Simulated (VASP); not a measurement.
A run of VASP 6.6.1 is set up as follows.

Contents of INCAR:

```
ALGO = Normal
EDIFF = 1E-8
ENCUT = 520
GGA = PE
ISIF = 2
ISMEAR = -1
LASPH = T
LCHARG = F
LEFG = T
LREAL = Auto
LWAVE = F
NBANDS = 123
NELM = 100
PREC = Accurate
SIGMA = 0.02
```

File KPOINTS:

```
k-points
0
Gamma
  5 5 3
```

The input POSCAR:

```
Ca5Ti2N6
1.0
    5.1528461704     -3.2769566247      0.0000000000
    5.1528461704      3.2769566247      0.0000000000
   -3.0329799949      0.0000000000     12.5344605928
Ca Ti N
10 4 12
Direct
    0.2832989800      0.7728402600      0.0073345900
    0.2271597400      0.7167010200      0.4926654100
    0.7167010200      0.2271597400      0.9926654100
    0.7728402600      0.2832989800      0.5073345900
    0.3042306200      0.0088670200      0.7256728400
    0.9911329800      0.6957693800      0.7743271600
    0.6957693800      0.9911329800      0.2743271600
    0.0088670200      0.3042306200      0.2256728400
    0.6579149700      0.3420850300      0.7500000000
    0.3420850300      0.6579149700      0.2500000000
    0.6848939400      0.8638642500      0.5684372900
    0.1361357500      0.3151060600      0.9315627100
    0.3151060600      0.1361357500      0.4315627100
    0.8638642500      0.6848939400      0.0684372900
    0.9605766700      0.9399173900      0.6237867500
    0.0600826100      0.0394233300      0.8762132500
    0.0394233300      0.0600826100      0.3762132500
    0.9399173900      0.9605766700      0.1237867500
    0.6420411900      0.6428154000      0.6425769100
    0.3571846000      0.3579588100      0.8574230900
    0.3579588100      0.3571846000      0.3574230900
    0.6428154000      0.6420411900      0.1425769100
    0.4063241700      0.1732949600      0.5861461000
    0.8267050400      0.5936758300      0.9138539000
    0.5936758300      0.8267050400      0.4138539000
    0.1732949600      0.4063241700      0.0861461000
```

Potentials or basis: VASP PAW PBE potentials, release 64 (Ca_sv, Ti_sv, N).

Command:

```bash
$ cat potpaw_PBE.64/Ca_sv/POTCAR potpaw_PBE.64/Ti_sv/POTCAR potpaw_PBE.64/N/POTCAR > POTCAR
$ mpirun -np 1 vasp_std > vasp.out
```

Estimate the pressure.

-0.3 GPa.

What does it give for the band gap on the k mesh?

1.78 eV (least direct gap 1.79 eV).

What does it give for the largest force?

0.110 eV/Å.

Electric field gradients, principal values (V/Å²):
```csv
atom,least,middle,greatest (by size)
1 Ca,11.069,39.427,-50.496
2 Ca,11.069,39.427,-50.496
3 Ca,11.069,39.427,-50.496
4 Ca,11.069,39.427,-50.496
5 Ca,-18.617,-27.384,46.001
6 Ca,-18.617,-27.384,46.001
7 Ca,-18.617,-27.384,46.001
8 Ca,-18.617,-27.384,46.001
9 Ca,-1.461,-21.961,23.422
10 Ca,-1.461,-21.961,23.422
11 Ti,-26.146,-38.570,64.715
12 Ti,-26.146,-38.570,64.715
13 Ti,-26.146,-38.570,64.715
14 Ti,-26.146,-38.570,64.715
15 N,6.722,21.929,-28.652
16 N,6.722,21.929,-28.652
17 N,6.722,21.929,-28.652
18 N,6.722,21.929,-28.652
19 N,11.079,16.211,-27.290
20 N,11.079,16.211,-27.290
21 N,11.079,16.211,-27.290
22 N,11.079,16.211,-27.290
23 N,-0.902,-15.108,16.010
24 N,-0.902,-15.108,16.010
25 N,-0.902,-15.108,16.010
26 N,-0.902,-15.108,16.010
```

Caveat: without QUAD_EFG the Cq values of the log hold for a quadrupole moment of 1 mb, not for the nuclei. A k mesh can miss the band edges.
